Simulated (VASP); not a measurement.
# In2TeO2 (P4/mmm) in VASP: further runs

The runs below take In2TeO2 through single point, relaxation of cell and atoms, with PBE.

All numbers are computed with VASP 6.6.1; they aren't measurements. Logs are shortened: lines on timing, memory, paths and dates and some standing lists are left out, and cuts for length are marked.

## Step 1: The cell of the first run

Symmetry: P4/mmm, No. 123, tetragonal system. The conventional cell has a = 3.257 Å, b = 3.257 Å, c = 9.760 Å, α = 90.00°, β = 90.00°, γ = 90.00°. In (site symmetry 4mm) has 5 O at 2.75 to 3.39 Å and 5 In at 2.99 to 3.26 Å within 3.6 Å. Within 3.0 Å of Te (site symmetry 4/mmm) lie 4 O at 2.30 Å. O (site symmetry 4/mmm) has 8 In at 2.75 Å and 4 O at 3.26 Å within 3.6 Å. O (site symmetry 4/mmm) has 4 Te at 2.30 Å within 3.0 Å.

The cell was generated, and may not be a known phase.

## Step 2: Single point, PBE

INCAR

```
SYSTEM = In2TeO2
PREC = Accurate
ENCUT = 520
EDIFF = 1E-6
ISMEAR = 0
SIGMA = 0.1
LREAL = .False.
LASPH = .True.
NELM = 80
ALGO = Fast
ISIF = 2
LWAVE = .False.
LCHARG = .True.
GGA = PE
LELF = .True.
LVHAR = .True.
NBANDS = 30
```

KPOINTS

```
regular mesh
0
Gamma
  12 12 4
  0 0 0
```

POSCAR

```
In2TeO2
1.0
    3.2573802675      0.0000000000      0.0000000000
    0.0000000000      3.2573802675      0.0000000000
    0.0000000000      0.0000000000      9.7598684691
In Te O
2 1 2
Direct
    0.0000000000      0.0000000000      0.8469323307
    0.0000000000      0.0000000000      0.1530676693
    0.5000000000      0.5000000000      0.5000000000
    0.5000000000      0.5000000000      0.0000000000
    0.0000000000      0.0000000000      0.5000000000
```

Potentials or basis: VASP PAW PBE potentials, release 64 (In_d, Te, O).

The run is started by

```bash
cat potpaw_PBE.64/In_d/POTCAR potpaw_PBE.64/Te/POTCAR potpaw_PBE.64/O/POTCAR > POTCAR
mpirun -np 1 vasp_std > vasp.out
```

OUTCAR:

```text
SYSTEM = In2TeO2
   PREC = Accurate
   ENCUT = 520
   EDIFF = 1E-6
   ISMEAR = 0
   LREAL = .False.
   LASPH = .True.
   NELM = 80
   ISIF = 2
   GGA = PE

 ion  position               nearest neighbor table
   1  0.000  0.000  0.847-   4 2.75   4 2.75   4 2.75   4 2.75   2 2.99
   2  0.000  0.000  0.153-   4 2.75   4 2.75   4 2.75   4 2.75   1 2.99
   3  0.500  0.500  0.500-   5 2.30   5 2.30   5 2.30   5 2.30
   4  0.500  0.500  0.000-   1 2.75   2 2.75   1 2.75   2 2.75   1 2.75   2 2.75   1 2.75   2 2.75

   5  0.000  0.000  0.500-   3 2.30   3 2.30   3 2.30   3 2.30

  LATTYP: Found a simple tetragonal cell.
 ALAT       =     3.2573802675
 C/A-ratio  =     2.9962324530

  Lattice vectors:

 A1 = (   3.2573802675,   0.0000000000,   0.0000000000)
 A2 = (   0.0000000000,   3.2573802675,   0.0000000000)
 A3 = (   0.0000000000,   0.0000000000,   9.7598684691)

Analysis of symmetry for initial positions (statically):
=====================================================================
 Subroutine PRICEL returns:
 Original cell was already a primitive cell.

 Routine SETGRP: Setting up the symmetry group for a
 simple tetragonal supercell.

 Subroutine GETGRP returns: Found 16 space group operations
 (whereof 16 operations were pure point group operations)
 out of a pool of 16 trial point group operations.

The static configuration has the point symmetry D_4h.

Analysis of symmetry for dynamics (positions and initial velocities):
=====================================================================
 Subroutine PRICEL returns:
 Original cell was already a primitive cell.

 Routine SETGRP: Setting up the symmetry group for a
 simple tetragonal supercell.

 Subroutine GETGRP returns: Found 16 space group operations
 (whereof 16 operations were pure point group operations)
 out of a pool of 16 trial point group operations.

The dynamic configuration has the point symmetry D_4h.

 Subroutine INISYM returns: Found 16 space group operations
 (whereof 16 operations are pure point group operations),
 and found     1 'primitive' translations

----------------------------------------------------------------------------------------

                                     Primitive cell

  volume of cell :     103.5573

  direct lattice vectors                    reciprocal lattice vectors
     3.257380267  0.000000000  0.000000000     0.306995167  0.000000000  0.000000000
     0.000000000  3.257380267  0.000000000     0.000000000  0.306995167  0.000000000
     0.000000000  0.000000000  9.759868469     0.000000000  0.000000000  0.102460397

  length of vectors
     3.257380267  3.257380267  9.759868469     0.306995167  0.306995167  0.102460397

  position of ions in fractional coordinates (direct lattice)
     0.000000000  0.000000000  0.846932331
     0.000000000  0.000000000  0.153067669
     0.500000000  0.500000000  0.500000000
     0.500000000  0.500000000  0.000000000
     0.000000000  0.000000000  0.500000000

  ion indices of the primitive-cell ions
   primitive index   ion index
                 1           1
                 2           2
                 3           3
                 4           4
                 5           5

----------------------------------------------------------------------------------------

 KPOINTS: regular mesh

Automatic generation of k-mesh.
 Grid dimensions read from file:
 generate k-points for:   12   12    4

 Generating k-lattice:

  Cartesian coordinates                     Fractional coordinates (reciprocal lattice)
     0.025582931  0.000000000  0.000000000     0.083333333  0.000000000  0.000000000
     0.000000000  0.025582931  0.000000000     0.000000000  0.083333333  0.000000000
     0.000000000  0.000000000  0.025615099     0.000000000  0.000000000  0.250000000

  Length of vectors
     0.025582931  0.025582931  0.025615099

  Shift w.r.t. Gamma in fractional coordinates (k-lattice)
     0.000000000  0.000000000  0.000000000

 Subroutine IBZKPT returns following result:
 ===========================================

 Found     84 irreducible k-points:

 Following reciprocal coordinates:
            Coordinates               Weight
  0.000000  0.000000  0.000000      1.000000
  0.083333  0.000000  0.000000      4.000000
  0.166667  0.000000  0.000000      4.000000
  0.250000  0.000000  0.000000      4.000000
  0.333333  0.000000  0.000000      4.000000
  0.416667  0.000000  0.000000      4.000000
[... 16 lines left out ...]
  0.333333  0.333333  0.000000      4.000000
  0.416667  0.333333  0.000000      8.000000
 [... further k-points ...]
   k-points           NKPTS =     84   k-points in BZ     NKDIM =     84   number of bands    NBANDS=     30
   number of dos      NEDOS =    301   number of ions     NIONS =      5
   total plane-waves  NPLWV =  46080
   dimension x,y,z NGX =    24 NGY =   24 NGZ =   80
   dimension x,y,z NGXF=    48 NGYF=   48 NGZF=  160
   ions per type =               2   1   2
   NGX,Y,Z   is equivalent  to a cutoff of  12.25, 12.25, 13.63 a.u.
   NGXF,Y,Z  is equivalent  to a cutoff of  24.50, 24.50, 27.25 a.u.
 SYSTEM =  In2TeO2
   PREC   = accura    normal or accurate (medium, high low for compatibility)
   ISTART =      0    job   : 0-new  1-cont  2-samecut
   ICHARG =      2    charge: 1-file 2-atom 10-const
   ISPIN  =      1    spin polarized calculation?
   LNONCOLLINEAR =      F non collinear calculations
   LSORBIT =      F    spin-orbit coupling
   LASPH  =      T    aspherical Exc in radial PAW
   ENCUT  =  520.0 eV  38.22 Ry    6.18 a.u.   6.06  6.06 18.15*2*pi/ulx,y,z
   NELM   =     80;   NELMIN=  2; NELMDL= -5     # of ELM steps
   EDIFF  = 0.1E-05   stopping-criterion for ELM
   LREAL  =      F    real-space projection
[... 7 lines left out ...]
   TEBEG  =    0.0;   TEEND  =   0.0 temperature during run
   PSTRESS=    0.0 pullay stress
   NELECT =      44.0000    total number of electrons
   NUPDOWN=      -1.0000    fix difference up-down
   EMIN   =  10.00;   EMAX   =-10.00  energy-range for DOS
   EFERMI =   0.00;   METHOD = LEGACY
   ISMEAR =     0;   SIGMA  =   0.10  broadening in eV -4-tet -1-fermi 0-gaus
   EFERMI_NEDOS =   21; number of points for ismear=-14 and -15
   IALGO  =     68    algorithm
   IMIX   =      4    mixing-type and parameters
     AMIX     =   0.40;   BMIX     =  1.00
     AMIX_MAG =   1.60;   BMIX_MAG =  1.00
  volume/ion in A,a.u.               =      20.71       139.77
  Fermi-wavevector in a.u.,A,eV,Ry     =   1.230737  2.325757 20.608945  1.514715
  Thomas-Fermi vector in A             =   2.365574
   LORBIT       =      0    0 simple, 1 ext, 2 COOP (PROOUT), +10 PAW based schemes
   GGA     = PE    functional components
   LHFCALC =     F    Hartree Fock is set to
   AEXX    =    0.0000 exact exchange contribution
   IVDW    =     0    specifies the selected vdW correction
   LEPSILON=     F    determine dielectric tensor
   LRPA    =     F    only Hartree local field effects (RPA)
 non-spin polarized calculation
 RMM-DIIS sequential band-by-band and
 Gauss-broadening in eV      SIGMA  =   0.10
  energy-cutoff  :      520.00
  volume of cell :      103.56
 maximum number of plane-waves:      2824
   NGX = 13   NGY = 13   NGZ = 37

 number of electron      43.9999984 magnetization

 Free energy of the ion-electron system (eV)
  ---------------------------------------------------
  ext. energy  EPLUGINS =         0.00000000
  ---------------------------------------------------
  free energy    TOTEN  =       -19.41556388 eV

  energy without entropy =      -19.40516331  energy(sigma->0) =      -19.41036360

 E-fermi :   5.7146     XC(G=0):  -9.8924

 val. band max:        5.7000873263   @ k =   0.1667   0.1667   0.2500
 cond. band min:       5.7148320702   @ k =   0.4167   0.4167   0.0000
 fundamental gap:      0.0147447439
 Fermi energy:         5.7146309583

 k-point     1 :       0.0000    0.0000    0.0000
  band No.  band energies     occupation
      1     -14.3805      2.00000
      2     -11.0141      2.00000
      3      -8.4020      2.00000
      4      -8.3790      2.00000
      5      -8.3520      2.00000
      6      -8.0934      2.00000
[... 22 lines left out ...]
     29      14.1608      0.00000
     30      14.1827      0.00000

 k-point     2 :       0.0833    0.0000    0.0000
  band No.  band energies     occupation
      1     -14.3351      2.00000
      2     -10.9983      2.00000
      3      -8.3976      2.00000
      4      -8.3607      2.00000
      5      -8.3363      2.00000
      6      -8.0839      2.00000
[... 22 lines left out ...]
     29      13.3519      0.00000
     30      14.0610      0.00000

 k-point     3 :       0.1667    0.0000    0.0000
  band No.  band energies     occupation
      1     -14.2059      2.00000
      2     -10.9553      2.00000
      3      -8.3917      2.00000
      4      -8.3047      2.00000
      5      -8.2983      2.00000
      6      -8.0812      2.00000
[... 22 lines left out ...]
     29      12.9793      0.00000
     30      14.6396      0.00000

 k-point     4 :       0.2500    0.0000    0.0000
  band No.  band energies     occupation
      1     -14.0153      2.00000
      2     -10.8967      2.00000
      3      -8.3853      2.00000
      4      -8.2581      2.00000
      5      -8.2271      2.00000
      6      -8.0738      2.00000
[... 22 lines left out ...]
     29      14.1817      0.00000
     30      14.8142      0.00000

 k-point     5 :       0.3333    0.0000    0.0000
  band No.  band energies     occupation
      1     -13.8049      2.00000
      2     -10.8385      2.00000
      3      -8.3791      2.00000
      4      -8.2293      2.00000
      5      -8.1503      2.00000
      6      -8.0674      2.00000
[... 22 lines left out ...]
     29      14.0491      0.00000
     30      14.9599      0.00000
[... 526 lines left out ...]
     29      11.7658      0.00000
     30      11.9295      0.00000

 k-point    22 :       0.5000    0.2500    0.0000
  band No.  band energies     occupation
      1     -13.3100      2.00000
      2     -10.6840      2.00000
      3      -8.2805      2.00000
      4      -8.2089      2.00000
      5      -8.1519      2.00000
      6      -8.1271      2.00000
[... 22 lines left out ...]
     29      11.9307      0.00000
     30      12.0077      0.00000

 k-point    23 :       0.3333    0.3333    0.0000
  band No.  band energies     occupation
      1     -13.3461      2.00000
      2     -10.6863      2.00000
      3      -8.2692      2.00000
      4      -8.2001      2.00000
      5      -8.1800      2.00000
      6      -8.1321      2.00000
[... 22 lines left out ...]
     29      10.8111      0.00000
     30      12.4785      0.00000

 k-point    24 :       0.4167    0.3333    0.0000
  band No.  band energies     occupation
      1     -13.2188      2.00000
      2     -10.6489      2.00000
      3      -8.2559      2.00000
      4      -8.2207      2.00000
      5      -8.1942      2.00000
      6      -8.1614      2.00000
[... 22 lines left out ...]
     29      10.7755      0.00000
     30      12.0925      0.00000

 [... further k-points ...]

------------------------ aborting loop because EDIFF is reached ----------------------------------------

  FORCE on cell =-STRESS in cart. coord.  units (eV):
  Direction    XX          YY          ZZ          XY          YZ          ZX
  --------------------------------------------------------------------------------------
  -------------------------------------------------------------------------------------
  Total       -0.1866994     -0.1866994     -0.0153969      0.0000000      0.0000000      0.0000000
  in kB       -2.8885022     -2.8885022     -0.2382114      0.0000000      0.0000000      0.0000000
  external PRESSURE =      -2.0050720 kB  Pullay stress =       0.0000000 kB

 VOLUME and BASIS-vectors are now :
 -----------------------------------------------------------------------------
  energy-cutoff  :      520.00
  volume of cell :      103.56
      direct lattice vectors                 reciprocal lattice vectors
     3.257380267  0.000000000  0.000000000     0.306995167  0.000000000  0.000000000
     0.000000000  3.257380267  0.000000000     0.000000000  0.306995167  0.000000000
     0.000000000  0.000000000  9.759868469     0.000000000  0.000000000  0.102460397

 POSITION                                       TOTAL-FORCE (eV/Angst)
 -----------------------------------------------------------------------------------
      0.00000      0.00000      8.26595        -0.000000      0.000000     -0.010379
      0.00000      0.00000      1.49392         0.000000      0.000000      0.010379
      1.62869      1.62869      4.87993         0.000000      0.000000     -0.000000
      1.62869      1.62869      0.00000         0.000000      0.000000     -0.000000
      0.00000      0.00000      4.87993         0.000000      0.000000     -0.000000
 -----------------------------------------------------------------------------------
    total drift:                                0.000000     -0.000000     -0.000000

  FREE ENERGIE OF THE ION-ELECTRON SYSTEM (eV)
  ---------------------------------------------------
  free  energy   TOTEN  =       -19.4155638842 eV

  energy  without entropy=      -19.4051633103  energy(sigma->0) =      -19.41036360
```

It took 12 min on 1 thread of Oxide Virtual Turin-like, shared host; peak memory 0.34 GiB.

What came out:

- Free energy: -19.4156 eV
- Pressure: -0.2 GPa
- Largest force: 0.010 eV/Å
- Band gap on the k mesh: zero (bands 22 and 23 overlap by 1.68 eV)

Forces in eV/Å, atoms in the order of the input:
```
In   0.000  0.000 -0.010
In   0.000  0.000  0.010
Te   0.000  0.000  0.000
O    0.000  0.000  0.000
O    0.000  0.000  0.000
```

Stress tensor (GPa, compression positive):
```
-0.29  0.00  0.00
 0.00 -0.29  0.00
 0.00  0.00 -0.02
```

Levels at points of the mesh, in eV from the Fermi level:
```tsv
k point	band 19	band 20	band 21	band 22	band 23	band 24	band 25	band 26
(0.00, 0.00, 0.00)	-1.49	-1.49	-0.81	0.43	0.70	4.85	4.85	5.43
(0.50, 0.00, 0.00)	-2.03	-1.85	-1.74	-1.13	-0.17	0.08	1.77	2.92
(0.50, 0.50, 0.00)	-1.69	-1.56	-0.41	0.92	1.74	1.74	2.82	2.82
(0.00, 0.00, 0.50)	-1.49	-1.49	-0.83	-0.25	1.99	4.75	4.85	4.85
(0.50, 0.00, 0.50)	-2.30	-1.69	-1.46	-1.13	-0.22	0.75	1.77	2.22
(0.50, 0.50, 0.50)	-1.68	-1.50	-0.44	0.71	1.80	1.80	2.92	2.92
```

Caveat: spin-orbit coupling is left out, which moves the levels of the heavy elements.

## Step 3: Relaxation of cell and atoms, PBE

This run uses another cell than the first one, of 20.62 Å³/atom.

INCAR

```
ALGO = Normal ; EDIFF = 1E-7
EDIFFG = -0.04 ; ENCUT = 600
GGA = PE ; IBRION = 2
ISIF = 3 ; ISMEAR = 0
LASPH = True ; LCHARG = False
LREAL = False ; LWAVE = False
NELM = 100 ; NSW = 90
PREC = Accurate ; SIGMA = 0.1
```

KPOINTS

```
k-points
0
Gamma
  6 6 2
```

POSCAR

```
In2TeO2
1.0
    3.2532618816      0.0000000000      0.0000000000
    0.0000000000      3.2532618816      0.0000000000
    0.0000000000      0.0000000000      9.7431617695
In Te O
2 1 2
Direct
    0.0000000000      0.0000000000      0.8466214657
    0.0000000000      0.0000000000      0.1533785343
    0.5000000000      0.5000000000      0.5000000000
    0.5000000000      0.5000000000      0.0000000000
    0.0000000000      0.0000000000      0.5000000000
```

Potentials or basis: VASP PAW PBE potentials, release 64 (In_d, Te, O).

The run is started by

```bash
cat potpaw_PBE.64/In_d/POTCAR potpaw_PBE.64/Te/POTCAR potpaw_PBE.64/O/POTCAR > POTCAR
mpirun -np 1 vasp_std > vasp.out
```

Run time: 3.6 min. Hardware: 1 thread of Oxide Virtual Turin-like, shared host; peak memory 0.23 GiB.

Results (log left out):

```
Free energy             : -19.3800 eV
Pressure after relaxing : 0.0 GPa
Band gap on the k mesh  : zero (bands 22 and 23 overlap by 1.16 eV)
```

Stress tensor (GPa, compression positive):
```
 0.11  0.00  0.00
 0.00  0.11  0.00
 0.00  0.00 -0.15
```

Final structure:
```xyz
5
Lattice="3.2533 0.0000 0.0000 0.0000 3.2533 0.0000 0.0000 0.0000 9.7432" Properties=species:S:1:pos:R:3 pbc="T T T"
In    0.0000    0.0000    8.2488
In    0.0000    0.0000    1.4944
Te    1.6266    1.6266    4.8716
O     1.6266    1.6266    0.0000
O     0.0000    0.0000    4.8716
```

Levels at points of the mesh, in eV from the Fermi level:
```tsv
k point	band 19	band 20	band 21	band 22	band 23	band 24	band 25	band 26
(0.00, 0.00, 0.00)	-1.55	-1.55	-0.88	0.37	0.64	4.81	4.81	5.36
(0.50, 0.00, 0.00)	-2.09	-1.93	-1.81	-1.19	-0.23	0.01	1.72	2.85
(0.50, 0.50, 0.00)	-1.78	-1.61	-0.48	0.88	1.67	1.67	2.75	2.75
(0.00, 0.00, 0.50)	-1.55	-1.55	-0.91	-0.32	1.94	4.69	4.80	4.80
(0.50, 0.00, 0.50)	-2.39	-1.75	-1.52	-1.19	-0.28	0.69	1.72	2.15
(0.50, 0.50, 0.50)	-1.76	-1.54	-0.51	0.67	1.73	1.73	2.85	2.85
```

Caveat: spin-orbit coupling is left out, which moves the levels of the heavy elements.

(Continued in part 2 of 2.)

The gap in the log of VASP goes by the Fermi energy; the results here count the filled bands.